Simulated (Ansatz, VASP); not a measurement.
**Al7Co8: VASP beside Ansatz**

```
Al Co
1.0
    -0.00044    0.00062   -5.65860
     5.64146    0.00432   -2.82886
    -0.00423   -5.64138   -2.82868
Al Co
7 8
Direct
  0.50005 0.49919 0.49972
  0.99850 0.50182 0.49929
  0.24930 0.50050 0.99949
  0.74928 0.50052 0.99948
  0.74917 0.00051 0.49949
  0.50005 0.00072 0.99818
  0.99851 0.00028 0.00081
  0.49314 0.24676 0.25363
  0.00551 0.24621 0.25337
  0.24730 0.24597 0.74499
  0.76009 0.24600 0.74498
  0.25112 0.75511 0.25413
  0.73856 0.75490 0.25390
  0.49305 0.75474 0.74569
  0.00546 0.75435 0.74524
```

Alike in both runs: functional PBE; k mesh 5 × 4 × 4; occupations gaussian, width 0.1 eV; no spin polarisation.

Ansatz relaxed the structure, and its values are those at the end. VASP's run is a single point on that final structure, the one shown.

```csv
,VASP,Ansatz
version,VASP 6.6.1,Ansatz 0.2.0
potentials or method,"VASP PAW PBE potentials, release 64 (Al, Co), cutoff 520 eV","scalar-relativistic, plane waves, PAW"
valence electrons in the cell,93,157
```

Ansatz gave:

```
gap on the k mesh at the Fermi level (eV) : none
pressure (GPa)                            : -0.1
rms of the force components (eV/Å)        : 0.016
```

Task: What did VASP give for the same quantities?

Result: gap on the k mesh at the Fermi level (eV): none; pressure (GPa): 0.0; rms of the force components (eV/Å): 0.016.

A gap of «none» marks a metal or a gap that the smearing closes. VASP's potentials hold 93 valence electrons a cell and Ansatz's 157, so a difference there can come from the potentials and not from the codes.
